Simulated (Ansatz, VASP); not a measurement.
One calculation of Nb2PdSe4, two programs

```xyz
14
Lattice="13.0898 0.0000 0.0000 0.0000 3.5576 0.0000 0.0000 0.0000 6.1190" Properties=species:S:1:pos:R:3 pbc="T T T"
Nb    3.2724    0.0000    0.1664
Nb    3.2724    1.7788    3.0038
Nb    9.8173    0.0000   -0.1664
Nb    9.8173    1.7788    3.1152
Pd    6.5449    0.0000    0.0000
Pd    0.0000    0.0000    0.0000
Se    1.5617    0.0000    2.1630
Se    4.9832    0.0000    2.1630
Se    4.8459    1.7788    5.1451
Se    1.6990    1.7788    5.1451
Se    8.1066    0.0000    3.9560
Se   11.5281    0.0000    3.9560
Se    8.2438    1.7788    0.9740
Se   11.3908    1.7788    0.9740
```

Alike in both runs: functional PBE; k mesh 1 × 3 × 2; occupations gaussian, width 0.15 eV; no spin polarisation.

Ansatz relaxed the structure, and its values are those at the end. VASP's run is a single point on that final structure, the one shown.

|  | VASP | Ansatz |
| --- | --- | --- |
| version | VASP 6.6.1 | Ansatz 0.2.0 |
| potentials or method | VASP PAW PBE potentials, release 64 (Nb_sv, Pd, Se), cutoff 520 eV | scalar-relativistic, plane waves, PAW |
| valence electrons in the cell | 120 | 216 |

```csv
,VASP,Ansatz,Ansatz less VASP
gap on the k mesh at the Fermi level (eV),none,none,-
pressure (GPa),0.0,0.0,+0.03
rms of the force components (eV/Å),0.010,0.008,-0.0012
```

A gap of «none» marks a metal or a gap that the smearing closes. The functional is the same, so the differences come from potentials, cutoffs and numerics. VASP's potentials hold 120 valence electrons a cell and Ansatz's 216, so a difference there can come from the potentials and not from the codes.

The k mesh is coarse, so the values compare programs but aren't converged.
